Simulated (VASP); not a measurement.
Set up this calculation in VASP 6.6.1, as the native input.

| Item | Value |
| --- | --- |
| Task | single point |
| Functional | PBE |
| Potentials or basis | VASP PAW PBE potentials, release 64 (Si, C) |
| Cutoff | 600 eV |
| k mesh | 4 × 4 × 4 |
| Occupations | gaussian, width 0.01 eV |
| Spin | no spin polarisation |
| Dipole correction | no |
| Further INCAR settings | ALGO = Normal; EDIFF = 1e-06; NBANDS = 11 |

The structure of SiC lies in POSCAR:

```
SiC
1.0
    0.0000000000      2.2076743409      2.2076743409
    2.2076743409      0.0000000000      2.2076743409
    2.2076743409      2.2076743409      0.0000000000
Si C
1 1
Direct
    0.0000000000      0.0000000000      0.0000000000
    0.2500000000      0.2500000000      0.2500000000
```

These files were run (other wordings do the same):

INCAR

```
SYSTEM = SiC
PREC = Accurate ; ENCUT = 600
EDIFF = 1E-6 ; ISMEAR = 0
SIGMA = 0.01 ; LREAL = .False.
LASPH = .True. ; NELM = 120
ALGO = Normal ; ISIF = 2
LWAVE = .False. ; LCHARG = .False.
GGA = PE ; NBANDS = 11
GGA_COMPAT = .False.
```

KPOINTS

```
regular mesh
0
Gamma
  4 4 4
  0 0 0
```

Potentials or basis: VASP PAW PBE potentials, release 64 (Si, C).

Command:

```bash
$ cat potpaw_PBE.64/Si/POTCAR potpaw_PBE.64/C/POTCAR > POTCAR
$ mpirun -np 1 vasp_std > vasp.out
```

Results of the run:

```yaml
Pressure: -4.8 GPa
Band_gap_on_the_k_mesh: 1.35 eV, indirect (least direct gap 4.47 eV)
```

Caveat: the k points lie up to 0.62 Å⁻¹ apart.

Run time: 4.9 s on 1 thread of Intel Xeon 8259CL (shared host), peak memory 0.14 GiB.
